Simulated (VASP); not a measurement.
The system is Li.

```xyz
3
Lattice="3.9881 0.0000 0.0000 -1.9940 3.4538 0.0000 0.0000 0.0000 4.5246" Properties=species:S:1:pos:R:3 pbc="T T T"
Li    0.8989    0.0000    1.5082
Li   -0.4495    0.7785    3.0164
Li    1.5446    2.6753    0.0000
```

- Program: VASP 6.6.1
- Task: relaxation of cell and atoms
- Functional: PBE
- Potentials or basis: VASP PAW PBE potentials, release 64 (Li_sv)
- Cutoff: 600 eV
- k mesh: 6 × 6 × 4
- Occupations: gaussian, width 0.1 eV
- Spin: no spin polarisation

At the start: pressure 1.5 GPa; volume 20.77 Å³/atom.

Problem. How do energy, volume and symmetry change on relaxing?

Solution. Over 12 steps the energy falls by 381.0 meV/atom and the volume is 18.70 Å³/atom (-10.0 %); space group P3_121 (No. 152, to 0.05 Å).

Step by step:
```tsv
step	energy change (eV)	largest force (eV/Å)	pressure (GPa)	volume (Å³)
1	0.0000	1.6279	1.53	62.32
2	-0.3814	1.1705	0.51	64.10
3	-0.8437	0.4032	-0.98	68.14
4	-0.8727	0.1747	-2.49	75.93
5	-0.9388	0.0892	-2.01	73.23
6	-0.9486	0.0236	-1.72	71.54
7	-1.0141	0.0038	-1.24	66.95
8	-1.0854	0.0324	0.04	59.66
9	-0.9711	0.0836	5.29	46.34
10	-1.0953	0.0390	0.75	56.84
11	-1.1292	0.0360	0.57	56.63
12	-1.1431	0.0310	0.14	56.09
```

Final structure:
```xyz
3
Lattice="3.3257 0.0000 0.0000 -1.6629 2.8802 0.0000 0.0000 0.0000 5.8558" Properties=species:S:1:pos:R:3 pbc="T T T"
Li    1.1337    0.0000    1.9519
Li    2.7589    0.9818    3.9039
Li    1.0960    1.8984    0.0000
```

Caveat: the cutoff is under 1.25 times the usual one of these potentials, so pressure, stress and relaxed cells hold a basis-set (Pulay) error.
